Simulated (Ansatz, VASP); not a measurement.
## Sn: VASP beside Ansatz

The input INCAR:

```
  ALGO = Normal
  EDIFF = 1E-8
  ENCUT = 520
  GGA = CA
  ISIF = 2
  ISMEAR = -1
  LASPH = T
  LCHARG = F
  LEFG = T
  LREAL = F
  LWAVE = F
  NBANDS = 21
  NELM = 80
  PREC = Accurate
  SIGMA = 0.03
```

Contents of KPOINTS:

```
k-points
0
Gamma
  9 9 9
```

The input POSCAR:

```
Sn
1.0
    0.0000000000      3.2238167933      3.2238167933
    3.2238167933      0.0000000000      3.2238167933
    3.2238167933      3.2238167933      0.0000000000
Sn
2
Direct
    0.5000000000      0.5000000000      0.5000000000
    0.7500000000      0.7500000000      0.7500000000
```

Input for Ansatz:

```yaml
crystal:
  lattice:
    - [0.0, 3.2238167933, 3.2238167933]
    - [3.2238167933, 0.0, 3.2238167933]
    - [3.2238167933, 3.2238167933, 0.0]
  atoms:
    - { symbol: Sn, position: [0.5, 0.5, 0.5] }
    - { symbol: Sn, position: [0.75, 0.75, 0.75] }
kpoints:
  mp_grid: { grid: [9, 9, 9] }
scf:
  occupations: { method: fermi_dirac, width: 0.03 }
hamiltonian:
  xc: lda
  pseudopotentials: { kind: all_electron, datasets: crystal }
output:
  forces: true
  stress: true
  eigenvalues: true
  efg: { contact_densities: true }
```

Change from the starting cell: volume scaled by 0.98, crystal datasets.

Alike in both runs: task electric field gradients; functional LDA; k mesh 9 × 9 × 9; occupations fermi-dirac, width 0.03 eV; no spin polarisation.

|  | VASP | Ansatz |
| --- | --- | --- |
| version | VASP 6.6.1 | Ansatz 0.2.0 |
| potentials or method | VASP PAW LDA potentials, release 64 (Sn_d), cutoff 520 eV | all-electron PAW with datasets made for the crystal, scalar-relativistic |

Ansatz gave:

```
pressure (GPa) : 0.6
```

**Question.** Estimate VASP's values.

**Answer.** Pressure (GPa): 0.5.

LDA's correlation is that of Perdew and Zunger in VASP and of Perdew and Wang (1992) in Ansatz. Ansatz ran all-electron here, and VASP with PAW potentials.
